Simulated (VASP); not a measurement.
# CoO (R3m) in VASP: further runs, part 2 of 2

VASP 6.6.1. Earlier steps stand in the parts before.

### 3 Single point, r2SCAN, collinear spin, ferromagnetic start

POSCAR reads:

```
CoO
1.0
    1.6022198417      0.9250420569      2.5664708903
   -1.6022198417      0.9250420569      2.5664708903
    0.0000000000     -1.8500841138      2.5664708903
Co O
1 1
Direct
    0.9989783200      0.9989783200      0.9989783200
    0.7510210300      0.7510210300      0.7510210300
```

INCAR.step1 reads:

```
SYSTEM = CoO
  ALGO = Normal
  EDIFF = 1E-4
  ENCUT = 520
  GGA = PE
  ISMEAR = -1
  ISPIN = 2
  LASPH = .True.
  LCHARG = .False.
  LMAXMIX = 4
  LREAL = .False.
  LWAVE = .True.
  MAGMOM = 2 0
  NBANDS = 18
  NELM = 150
  PREC = Accurate
  SIGMA = 0.05
```

INCAR.step2 reads:

```
SYSTEM = CoO
  ALGO = Normal
  EDIFF = 1E-7
  ENCUT = 520
  ISIF = 2
  ISMEAR = -1
  ISPIN = 2
  ISTART = 1
  LASPH = .True.
  LCHARG = .True.
  LELF = .True.
  LMAXMIX = 4
  LMIXTAU = .True.
  LORBIT = 11
  LREAL = .False.
  LVHAR = .True.
  LWAVE = .False.
  MAGMOM = 2 0
  METAGGA = R2SCAN
  NBANDS = 18
  NELM = 150
  PREC = Accurate
  SIGMA = 0.05
```

KPOINTS reads:

```
k-points
0
Gamma
  10 10 10
  0 0 0
```

Potentials or basis: VASP PAW PBE potentials, release 64 (Co, O).

The run is started by

```
$ cat potpaw_PBE.64/Co/POTCAR potpaw_PBE.64/O/POTCAR > POTCAR
$ cp INCAR.step1 INCAR
$ mpirun -np 1 vasp_std > vasp.out
$ cp INCAR.step2 INCAR
$ mpirun -np 1 vasp_std > vasp.out
```

OUTCAR:

```text
SYSTEM = CoO
   EDIFF = 1E-7
   ENCUT = 520
   ISIF = 2
   ISMEAR = -1
   ISPIN = 2
   ISTART = 1
   LASPH = .True.
   LORBIT = 11
   LREAL = .False.
   METAGGA = R2SCAN
   NELM = 150
   PREC = Accurate

 ion  position               nearest neighbor table
   1  0.999  0.999  0.999-   2 1.91   2 1.96   2 1.96   2 1.96
   2  0.751  0.751  0.751-   1 1.91   1 1.96   1 1.96   1 1.96

  LATTYP: Found a trigonal (rhomboedric) cell.
 ALAT       =     3.1637926700
 COS(alpha) =     0.4870699110

  Lattice vectors:

 A1 = (   1.6022198417,   0.9250420569,   2.5664708903)
 A2 = (  -1.6022198417,   0.9250420569,   2.5664708903)
 A3 = (   0.0000000000,  -1.8500841138,   2.5664708903)

Analysis of symmetry for initial positions (statically):
=====================================================================
 Subroutine PRICEL returns:
 Original cell was already a primitive cell.

 Routine SETGRP: Setting up the symmetry group for a
 trigonal (rhombohedral) supercell.

 Subroutine GETGRP returns: Found  6 space group operations
 (whereof  6 operations were pure point group operations)
 out of a pool of 12 trial point group operations.

The static configuration has the point symmetry C_3v.

Analysis of symmetry for dynamics (positions and initial velocities):
=====================================================================
 Subroutine PRICEL returns:
 Original cell was already a primitive cell.

 Routine SETGRP: Setting up the symmetry group for a
 trigonal (rhombohedral) supercell.

 Subroutine GETGRP returns: Found  6 space group operations
 (whereof  6 operations were pure point group operations)
 out of a pool of 12 trial point group operations.

The dynamic configuration has the point symmetry C_3v.

Analysis of structural, dynamic, and magnetic symmetry:
=====================================================================
 Subroutine PRICEL returns:
 Original cell was already a primitive cell.

 Routine SETGRP: Setting up the symmetry group for a
 trigonal (rhombohedral) supercell.

 Subroutine GETGRP returns: Found  6 space group operations
 (whereof  6 operations were pure point group operations)
 out of a pool of 12 trial point group operations.

The overall configuration has the point symmetry C_3v.

 Subroutine INISYM returns: Found  6 space group operations
 (whereof  6 operations are pure point group operations),
 and found     1 'primitive' translations

----------------------------------------------------------------------------------------

                                     Primitive cell

  volume of cell :      22.8229

  direct lattice vectors                    reciprocal lattice vectors
     1.602219842  0.925042057  2.566470890     0.312067038  0.180171988  0.129880037
    -1.602219842  0.925042057  2.566470890    -0.312067038  0.180171988  0.129880037
     0.000000000 -1.850084114  2.566470890     0.000000000 -0.360343977  0.129880037

  length of vectors
     3.163792670  3.163792670  3.163792670     0.383036037  0.383036037  0.383036037

  position of ions in fractional coordinates (direct lattice)
     0.998978320  0.998978320  0.998978320
     0.751021030  0.751021030  0.751021030

[... 66 lines left out ...]
 SYSTEM =  CoO
   PREC   = accura    normal or accurate (medium, high low for compatibility)
   ISTART =      1    job   : 0-new  1-cont  2-samecut
   ICHARG =      0    charge: 1-file 2-atom 10-const
   ISPIN  =      2    spin polarized calculation?
   LNONCOLLINEAR =      F non collinear calculations
   LSORBIT =      F    spin-orbit coupling
   LASPH  =      T    aspherical Exc in radial PAW
   ENCUT  =  520.0 eV  38.22 Ry    6.18 a.u.   5.88  5.88  5.88*2*pi/ulx,y,z
   NELM   =    150;   NELMIN=  2; NELMDL=  0     # of ELM steps
   EDIFF  = 0.1E-06   stopping-criterion for ELM
   LREAL  =      F    real-space projection
   EDIFFG = 0.1E-05   stopping-criterion for IOM
   NSW    =      0    number of steps for IOM
   IBRION =     -1    ionic relax: 0-MD 1-quasi-New 2-CG
   NFREE  =      0    steps in history (QN), initial steepest desc. (CG)
   ISIF   =      2    stress and relaxation
   ISYM   =      2    0-nonsym 1-usesym 2-fastsym
   POTIM  = 0.5000    time-step for ionic-motion
   TEBEG  =    0.0;   TEEND  =   0.0 temperature during run
   PSTRESS=    0.0 pullay stress
   NELECT =      15.0000    total number of electrons
   NUPDOWN=      -1.0000    fix difference up-down
   EMIN   =  10.00;   EMAX   =-10.00  energy-range for DOS
   EFERMI =   0.00;   METHOD = LEGACY
   ISMEAR =    -1;   SIGMA  =   0.05  broadening in eV -4-tet -1-fermi 0-gaus
   EFERMI_NEDOS =   21; number of points for ismear=-14 and -15
   IALGO  =     38    algorithm
   IMIX   =      4    mixing-type and parameters
     AMIX     =   0.40;   BMIX     =  1.00
     AMIX_MAG =   1.60;   BMIX_MAG =  1.00
  volume/ion in A,a.u.               =      11.41        77.01
  Fermi-wavevector in a.u.,A,eV,Ry     =   1.423360  2.689761 27.564786  2.025955
  Thomas-Fermi vector in A             =   2.543966
   LORBIT       =     11    0 simple, 1 ext, 2 COOP (PROOUT), +10 PAW based schemes
   METAGGA = R2SCAN    functional components
   LHFCALC =     F    Hartree Fock is set to
   AEXX    =    0.0000 exact exchange contribution
   IVDW    =     0    specifies the selected vdW correction
   LEPSILON=     F    determine dielectric tensor
   LRPA    =     F    only Hartree local field effects (RPA)
 spin polarized calculation
  energy-cutoff  :      520.00
  volume of cell :       22.82
 maximum number of plane-waves:       628
   NGX = 11   NGY = 11   NGZ = 11

 number of electron      15.0000010 magnetization       2.9929528

 Free energy of the ion-electron system (eV)
  ---------------------------------------------------
  ext. energy  EPLUGINS =         0.00000000
  ---------------------------------------------------
  free energy    TOTEN  =       -21.35346446 eV

  energy without entropy =      -21.35191367  energy(sigma->0) =      -21.35268907

 E-fermi :   5.9555     XC(G=0): -11.8457

 val. band max:        5.9443159511   @ k =   0.0000   0.0000   0.0000
 cond. band min:       6.0252888008   @ k =  -0.3000   0.5000   0.2000
 fundamental gap:      0.0809728497
 Fermi energy:         5.9554979809

 spin component 1

 k-point     1 :       0.0000    0.0000    0.0000
  band No.  band energies     occupation
      1     -15.0876      1.00000
      2      -0.6953      1.00000
      3      -0.6289      1.00000
      4      -0.6289      1.00000
      5       3.4523      1.00000
      6       3.4523      1.00000
[... 493 lines left out ...]
     17      33.2792      0.00000
     18      35.4306      0.00000

 [... further k-points ...]

 spin component 2

 k-point     1 :       0.0000    0.0000    0.0000
  band No.  band energies     occupation
      1     -14.4922      1.00000
      2       1.1082      1.00000
      3       1.1801      1.00000
      4       1.1801      1.00000
      5       5.1406      1.00000
      6       5.1406      1.00000
[... 493 lines left out ...]
     17      34.1316      0.00000
     18      36.3089      0.00000

 [... further k-points ...]

------------------------ aborting loop because EDIFF is reached ----------------------------------------

  FORCE on cell =-STRESS in cart. coord.  units (eV):
  Direction    XX          YY          ZZ          XY          YZ          ZX
  --------------------------------------------------------------------------------------
  -------------------------------------------------------------------------------------
  Total        0.2075021      0.2075021      1.1850789     -0.0000000      0.0000000     -0.0000000
  in kB       14.5667224     14.5667224     83.1929793     -0.0000000      0.0000000     -0.0000000
  external PRESSURE =      37.4421414 kB  Pullay stress =       0.0000000 kB

 VOLUME and BASIS-vectors are now :
 -----------------------------------------------------------------------------
  energy-cutoff  :      520.00
  volume of cell :       22.82
      direct lattice vectors                 reciprocal lattice vectors
     1.602219842  0.925042057  2.566470890     0.312067038  0.180171988  0.129880037
    -1.602219842  0.925042057  2.566470890    -0.312067038  0.180171988  0.129880037
     0.000000000 -1.850084114  2.566470890     0.000000000 -0.360343977  0.129880037

 POSITION                                       TOTAL-FORCE (eV/Angst)
 -----------------------------------------------------------------------------------
      0.00000      0.00000      7.69155         0.000000      0.000000      0.373177
      0.00000      0.00000      5.78242         0.000000      0.000000     -0.373177
 -----------------------------------------------------------------------------------
    total drift:                               -0.000000      0.000000      0.011463

  FREE ENERGIE OF THE ION-ELECTRON SYSTEM (eV)
  ---------------------------------------------------
  free  energy   TOTEN  =       -21.3534644616 eV

  energy  without entropy=      -21.3519136710  energy(sigma->0) =      -21.35268907

 total charge

# of ion       s       p       d       tot
------------------------------------------
    1        0.359   0.469   7.164   7.993
    2        1.553   3.503   0.000   5.056
--------------------------------------------------
tot          1.912   3.972   7.164  13.049

 magnetization (x)

# of ion       s       p       d       tot
------------------------------------------
    1        0.024   0.063   2.531   2.617
    2        0.022   0.257   0.000   0.279
--------------------------------------------------
tot          0.046   0.320   2.531   2.896
```

Run time: 5.3 min. Hardware: 1 thread of Intel Xeon Platinum 8259CL at 2.50GHz (Skylake/Cascade Lake), shared host; peak memory 0.21 GiB.

What came out:

```yaml
Free_energy: -21.3535 eV
Pressure: 3.7 GPa
Largest_force: 0.373 eV/Å
Band_gap_on_the_k_mesh: 0.08 eV (least direct gap 0.29 eV)
Net_moment: 2.99 μB per cell
Site_moments: Co +2.62; O +0.28 μB
Valence_electrons_inside_the_program's_atomic_spheres: Co 7.99; O 5.06
```

Forces in eV/Å, atoms in the order of the input:
```
Co   0.000  0.000  0.373
O    0.000  0.000 -0.373
```

Stress tensor (GPa, compression positive):
```
1.46 0.00 0.00
0.00 1.46 0.00
0.00 0.00 8.32
```

Levels at points of the mesh, in eV from the valence-band top:
Spin up:
```
           k point  band 5  band 6  band 7  band 8  band 9  band 10  band 11  band 12  band 13  band 14
(0.00, 0.00, 0.00)   -2.49   -2.49   -0.10   -0.10    0.00     0.32    14.61    14.61    15.21    20.52
(0.50, 0.00, 0.00)   -3.19   -2.54   -2.52   -0.86   -0.84     6.07     7.28    13.98    14.33    17.95
(0.50, 0.50, 0.00)   -3.83   -2.47   -2.28   -2.17   -1.71     5.28    10.52    11.46    14.82    15.13
(0.50, 0.50, 0.50)   -3.28   -2.60   -2.60   -0.96   -0.96     6.02     7.58    13.87    13.87    17.67
```
Spin down:
| k point | band 4 | band 5 | band 6 | band 7 | band 8 | band 9 |
| --- | --- | --- | --- | --- | --- | --- |
| (0.00, 0.00, 0.00) | -4.76 | -0.80 | -0.80 | 1.15 | 3.73 | 3.73 |
| (0.50, 0.00, 0.00) | -4.68 | -0.48 | -0.45 | 1.39 | 2.82 | 2.84 |
| (0.50, 0.50, 0.00) | -4.42 | -0.43 | -0.15 | 0.14 | 2.08 | 2.13 |
| (0.50, 0.50, 0.50) | -4.64 | -0.42 | -0.42 | 1.20 | 2.69 | 2.69 |

Caveat: the cell stands under pressure; the PAW data sets were made with another functional, which shifts forces and pressure a little; a cell with one magnetic atom can't hold antiferromagnetic order, which such compounds often take. A k mesh can miss the band edges.

### 4 Single point, r2SCAN, collinear spin, ferromagnetic start

This run uses another cell than the first one, of 11.64 Å³/atom.

POSCAR reads:

```
CoO
1.0
    1.6128308784      0.9311683418      2.5834678816
   -1.6128308784      0.9311683418      2.5834678816
    0.0000000000     -1.8623366835      2.5834678816
Co O
1 1
Direct
    0.9989783200      0.9989783200      0.9989783200
    0.7510210300      0.7510210300      0.7510210300
```

INCAR.step1 reads:

```
PREC = Accurate
ENCUT = 520
ISMEAR = -1
SIGMA = 0.05
LREAL = False
LASPH = True
NELM = 150
ISPIN = 2
MAGMOM = 2 0
LMAXMIX = 4
NBANDS = 18
GGA = PE
ALGO = Normal
EDIFF = 1E-4
LWAVE = True
LCHARG = False
```

INCAR.step2 reads:

```
PREC = Accurate
ENCUT = 520
EDIFF = 1E-6
ISMEAR = -1
SIGMA = 0.05
LREAL = False
LASPH = True
NELM = 150
ALGO = Normal
ISIF = 2
LWAVE = False
LCHARG = True
ISPIN = 2
MAGMOM = 2 0
LORBIT = 11
LMAXMIX = 4
METAGGA = R2SCAN
LMIXTAU = True
LELF = True
LVHAR = True
NBANDS = 18
ISTART = 1
```

KPOINTS reads:

```
regular mesh
0
Gamma
  10 10 10
```

The run is started by

```
$ cat potpaw_PBE.64/Co/POTCAR potpaw_PBE.64/O/POTCAR > POTCAR
$ cp INCAR.step1 INCAR
$ mpirun -np 1 vasp_std > vasp.out
$ cp INCAR.step2 INCAR
$ mpirun -np 1 vasp_std > vasp.out
```

Run time: 3.7 min. Hardware: 1 thread of Intel Xeon Platinum 8259CL at 2.50GHz (Skylake/Cascade Lake), shared host; peak memory 0.21 GiB.

It converged, with:

| Item | Value |
| --- | --- |
| Free energy | -21.3605 eV |
| Pressure | 0.7 GPa |
| Largest force | 0.345 eV/Å |
| Band gap on the k mesh | 0.20 eV (least direct gap 0.34 eV) |
| Net moment | 3.00 μB per cell |
| Site moments | Co +2.63; O +0.27 μB |
| Valence electrons inside the program's atomic spheres | Co 7.95; O 5.05 |

Forces on the atoms (eV/Å):
```
Co   0.000  0.000  0.345
O    0.000  0.000 -0.345
```

Stress tensor (GPa, compression positive):
```
-1.39  0.00  0.00
 0.00 -1.39  0.00
 0.00  0.00  4.96
```

Levels at points of the mesh, in eV from the valence-band top:
Spin up:
```csv
k point,band 5,band 6,band 7,band 8,band 9,band 10,band 11,band 12,band 13,band 14
"(0.00, 0.00, 0.00)",-2.42,-2.42,-0.10,-0.10,0.00,0.34,14.51,14.51,15.10,20.37
"(0.50, 0.00, 0.00)",-3.15,-2.48,-2.46,-0.83,-0.81,6.02,7.25,13.89,14.24,17.80
"(0.50, 0.50, 0.00)",-3.76,-2.42,-2.24,-2.11,-1.66,5.27,10.40,11.40,14.68,14.99
"(0.50, 0.50, 0.50)",-3.23,-2.54,-2.54,-0.93,-0.93,5.98,7.55,13.79,13.79,17.52
```
Spin down:
| k point | band 4 | band 5 | band 6 | band 7 | band 8 | band 9 |
| --- | --- | --- | --- | --- | --- | --- |
| (0.00, 0.00, 0.00) | -4.58 | -0.75 | -0.75 | 1.16 | 3.73 | 3.73 |
| (0.50, 0.00, 0.00) | -4.51 | -0.44 | -0.40 | 1.46 | 2.85 | 2.88 |
| (0.50, 0.50, 0.00) | -4.26 | -0.39 | -0.11 | 0.26 | 2.14 | 2.19 |
| (0.50, 0.50, 0.50) | -4.47 | -0.37 | -0.37 | 1.28 | 2.73 | 2.73 |

Caveat: the PAW data sets were made with another functional, which shifts forces and pressure a little; a cell with one magnetic atom can't hold antiferromagnetic order, which such compounds often take. A k mesh can miss the band edges.
